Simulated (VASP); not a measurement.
Wanted: the native input for a VASP 6.6.1 run.

```
Task                   : single point
Functional             : PBEsol
Potentials or basis    : VASP PAW PBE potentials, release 64 (Ta_pv, N)
Cutoff                 : 520 eV
k mesh                 : 6 × 6 × 9
Occupations            : fermi-dirac, width 0.01 eV
Spin                   : no spin polarisation
Dipole correction      : no
Further INCAR settings : ALGO = Normal; EDIFF = 1e-06; NBANDS = 33
```

The structure of TaN lies in POSCAR:

```
TaN
1.0
    5.1960008669      0.0000000000      0.0000000000
   -2.5980004334      4.4998687488      0.0000000000
    0.0000000000      0.0000000000      2.9401100000
Ta N
3 3
Direct
    0.3333333333      0.6666666667      0.5000000000
    0.6666666667      0.3333333333      0.5000000000
    0.0000000000      0.0000000000      0.0000000000
    0.3928500000      0.0000000000      0.0000000000
    0.6071500000      0.6071500000      0.0000000000
    0.0000000000      0.3928500000      0.0000000000
```

This cell differs from its parent crystal: zz strain of +1 %.

One way to write it, as run:

INCAR

```
PREC = Accurate
ENCUT = 520
EDIFF = 1E-6
ISMEAR = -1
SIGMA = 0.01
LREAL = F
LASPH = T
NELM = 80
ALGO = Normal
ISIF = 2
LWAVE = F
LCHARG = F
GGA = PS
NBANDS = 33
```

KPOINTS

```
Automatic mesh
0
Gamma
  6 6 9
```

Potentials or basis: VASP PAW PBE potentials, release 64 (Ta_pv, N).

The run is started by

```bash
$ cat potpaw_PBE.64/Ta_pv/POTCAR potpaw_PBE.64/N/POTCAR > POTCAR
$ mpirun -np 1 vasp_std > vasp.out
```

Results of the run:

```
Pressure               : -6.2 GPa
Largest force          : 0.048 eV/Å
Band gap on the k mesh : zero (band 24 reaches 9.67 eV, above the bottom of band 25 at 6.79 eV)
```

Caveat: the cell differs from its parent crystal (zz strain of +1 %); the PAW data sets were made with another functional, which shifts forces and pressure a little; spin-orbit coupling is left out, which moves the levels of the heavy elements.

Wall time 61 s on 1 thread of AMD EPYC 7R13 Processor (Zen 3), on a shared host, peak memory 0.19 GiB.
